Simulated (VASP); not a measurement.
TlIn, 6 atoms in the cell. It takes space group R-3m (No. 166, trigonal). Conventional cell: a = 3.412 Å, b = 3.412 Å, c = 15.544 Å, α = 90.00°, β = 90.00°, γ = 120.00°. Within 4.3 Å of Tl (site symmetry -3m) lie 6 In at 3.25 Å and 6 Tl at 3.41 Å. In (site symmetry -3m) has 6 Tl at 3.25 Å and 6 In at 3.41 Å within 4.3 Å.  This cell differs from its parent crystal: uniaxial strain along c: -6.0 %.

```yaml
Program: VASP 6.6.1
Task: single point
Functional: PBEsol
Potentials_or_basis: VASP PAW PBE potentials, release 64 (Tl_d, In_d)
Cutoff: 520 eV
k_mesh: 12 × 12 × 2
Occupations: gaussian, width 0.1 eV
Spin: no spin polarisation
Dipole_correction: no
Further_INCAR_settings: ALGO = Fast; EDIFF = 1e-07; NBANDS = 48
```

Potentials or basis: VASP PAW PBE potentials, release 64 (Tl_d, In_d).

Command:

```bash
$ cat potpaw_PBE.64/Tl_d/POTCAR potpaw_PBE.64/In_d/POTCAR > POTCAR
$ mpirun -np 1 vasp_std > vasp.out
```

Hardware: 1 thread of Intel Xeon 8259CL (shared host).

**Question.** Estimate the wall time of this run.

**Answer.** It took 27 min on 1 thread of Intel Xeon 8259CL (shared host), peak memory 0.43 GiB. Counts: scf iterations 21, k points 38.
